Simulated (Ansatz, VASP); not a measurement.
**Two plane-wave programs on BeTe6Br**

```
CELL_PARAMETERS angstrom
0.00000 5.30895 5.30895
5.30895 0.00000 5.30895
5.30895 5.30895 0.00000
ATOMIC_POSITIONS crystal
Be 0.50000 0.50000 0.50000
Te 0.50000 0.00000 0.00000
Te 0.00000 0.50000 0.50000
Te 0.00000 0.50000 0.00000
Te 0.50000 0.00000 0.50000
Te 0.00000 0.00000 0.50000
Te 0.50000 0.50000 0.00000
Br 0.00000 0.00000 0.00000
```

Alike in both runs: task single point; functional PBE; k mesh 4 × 4 × 4; occupations gaussian, width 0.1 eV; no spin polarisation.

```csv
,VASP,Ansatz
version,VASP 6.6.1,Ansatz 0.2.0
potentials or method,"VASP PAW PBE potentials, release 64 (Be, Te, Br), cutoff 520 eV","scalar-relativistic, plane waves, PAW"
valence electrons in the cell,45,105
```

```csv
,VASP,Ansatz,Ansatz less VASP
gap on the k mesh at the Fermi level (eV),none,none,-
pressure (GPa),-7.6,-7.6,+0.02
```

A gap of «none» marks a metal or a gap that the smearing closes. The functional is the same, so the differences come from potentials, cutoffs and numerics. VASP's potentials hold 45 valence electrons a cell and Ansatz's 105, so a difference there can come from the potentials and not from the codes.

Spin-orbit coupling is off throughout.
